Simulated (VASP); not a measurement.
A run of VASP 6.6.1:

File INCAR:

```
ALGO = Normal ; EDIFF = 1E-8
ENCUT = 520 ; ISIF = 2
ISMEAR = 0 ; LASPH = T
LCALCEPS = T ; LCHARG = F
LMIXTAU = T ; LREAL = F
LWAVE = F ; METAGGA = R2SCAN
NELM = 100 ; PREC = Accurate
SIGMA = 0.01
```

File KPOINTS:

```
k-points
0
Gamma
  6 6 6
```

Contents of POSCAR:

```
SrTiO3
1.0
    3.9068515016      0.0000000000      0.0000000000
    0.0000000000      3.9068515016      0.0000000000
    0.0000000000      0.0000000000      3.9849885316
Sr Ti O
1 1 3
Direct
    0.0000000000      0.0000000000      0.0000000000
    0.5000000000      0.5000000000      0.5000000000
    0.5000000000      0.5000000000      0.0000000000
    0.5000000000      0.0000000000      0.5000000000
    0.0000000000      0.5000000000      0.5000000000
```

Potentials or basis: VASP PAW PBE potentials, release 64 (Sr_sv, Ti_sv, O).

Launch:

```console
$ cat potpaw_PBE.64/Sr_sv/POTCAR potpaw_PBE.64/Ti_sv/POTCAR potpaw_PBE.64/O/POTCAR > POTCAR
$ mpirun -np 1 vasp_std > vasp.out
```

Hardware: 1 thread of Oxide Virtual Turin-like Processor, with other jobs on the host.

Task: Estimate the wall time of this run.

Result: Wall time 2.1 h on 1 thread of Oxide Virtual Turin-like Processor, on a shared host, peak memory 0.47 GiB. Counts: scf iterations 94, k points 40.
